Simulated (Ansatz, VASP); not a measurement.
One calculation of Hg, two programs

Contents of INCAR:

```
SYSTEM = Hg
PREC = Accurate ; ENCUT = 520
EDIFF = 1E-6 ; ISMEAR = 0
SIGMA = 0.15 ; LREAL = .FALSE.
LASPH = .TRUE. ; NELM = 100
ALGO = Fast ; ISIF = 2
LWAVE = .FALSE. ; LCHARG = .FALSE.
GGA = PS ; IVDW = 12
NBANDS = 19
```

Contents of KPOINTS:

```
regular mesh
0
G
  18 18 10
  0 0 0
```

File POSCAR:

```
Hg
1.0
    3.0706796761      0.0000000000      0.0000000000
   -1.5353398380      2.6592866064      0.0000000000
    0.0000000000      0.0000000000      5.2269109446
Hg
2
Direct
    0.6666666667      0.3333333333      0.7500000000
    0.3333333333      0.6666666667      0.2500000000
```

Input for Ansatz:

```yaml
crystal:
  lattice:
    - [3.0706796761, 0.0, 0.0]
    - [-1.535339838, 2.6592866064, 0.0]
    - [0.0, 0.0, 5.2269109446]
  atoms:
    - { symbol: Hg, position: [0.6666666667, 0.3333333333, 0.75] }
    - { symbol: Hg, position: [0.3333333333, 0.6666666667, 0.25] }
basis:
  ecutwfc: 420
kpoints:
  mp_grid: { grid: [18, 18, 10] }
hamiltonian:
  xc: pbesol
  dispersion: d3bj
scf:
  occupations: { method: gaussian, width: 0.15 }
output:
  forces: true
  stress: true
  eigenvalues: true
```

Alike in both runs: task single point; functional PBEsol; dispersion D3(BJ); k mesh 18 × 18 × 10; occupations gaussian, width 0.15 eV; no spin polarisation.

```csv
,VASP,Ansatz
version,VASP 6.6.1,Ansatz 0.2.0
potentials or method,"VASP PAW PBE potentials, release 64 (Hg), cutoff 520 eV","scalar-relativistic, plane waves, PAW"
valence electrons in the cell,24,40
```

Ansatz gave:

| Quantity | Value |
| --- | --- |
| gap on the k mesh at the Fermi level (eV) | none |
| pressure (GPa) | 1.1 |
| traceless stress, the component that is largest in VASP (GPa) | 0.08 |

Q: Which values does VASP return?

A: gap on the k mesh at the Fermi level (eV): none; pressure (GPa): 1.7; traceless stress, the component that is largest in VASP (GPa): -0.01.

VASP's potentials were made for PBE, not for PBEsol. A gap of «none» marks a metal or a gap that the smearing closes. VASP's potentials hold 24 valence electrons a cell and Ansatz's 40, so a difference there can come from the potentials and not from the codes.

Spin-orbit coupling is off throughout.
